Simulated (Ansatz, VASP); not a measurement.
# One calculation of W3O, two programs

```
W O
1.0
     4.88450    0.12822    0.00000
     0.12822    4.88450    0.00000
     0.00000    0.00000    4.88450
W O
6 2
Direct
  0.50000 0.75000 0.00000
  0.00000 0.50000 0.75000
  0.25000 0.00000 0.50000
  0.50000 0.25000 0.00000
  0.00000 0.50000 0.25000
  0.75000 0.00000 0.50000
  0.50000 0.50000 0.50000
  0.00000 0.00000 0.00000
```

Change from the starting cell: strain +0.0525 x Voigt [0, 0, 0, 0, 0, 1], atoms carried along.

Alike in both runs: task single point; functional PBE; k mesh 8 × 8 × 8; occupations gaussian, width 0.15 eV; no spin polarisation.

|  | VASP | Ansatz |
| --- | --- | --- |
| version | VASP 6.6.1 | Ansatz 0.2.0 |
| potentials or method | VASP PAW PBE potentials, release 64 (W_sv, O), cutoff 520 eV | scalar-relativistic, plane waves, PAW |
| valence electrons in the cell | 96 | 96 |

VASP gave:

| Quantity | Value |
| --- | --- |
| gap on the k mesh at the Fermi level (eV) | none |
| pressure (GPa) | 1.0 |
| traceless stress, the component that is largest in VASP (GPa) | -0.50 |
| rms of the force components (eV/Å) | 0.156 |

Task: Which values does Ansatz return?

Result: gap on the k mesh at the Fermi level (eV): none; pressure (GPa): 0.2; traceless stress, the component that is largest in VASP (GPa): -0.49; rms of the force components (eV/Å): 0.156.

Atom by atom the forces differ by 0.000 eV/Å (rms over components). A gap of «none» marks a metal or a gap that the smearing closes.

Spin-orbit coupling is off throughout.
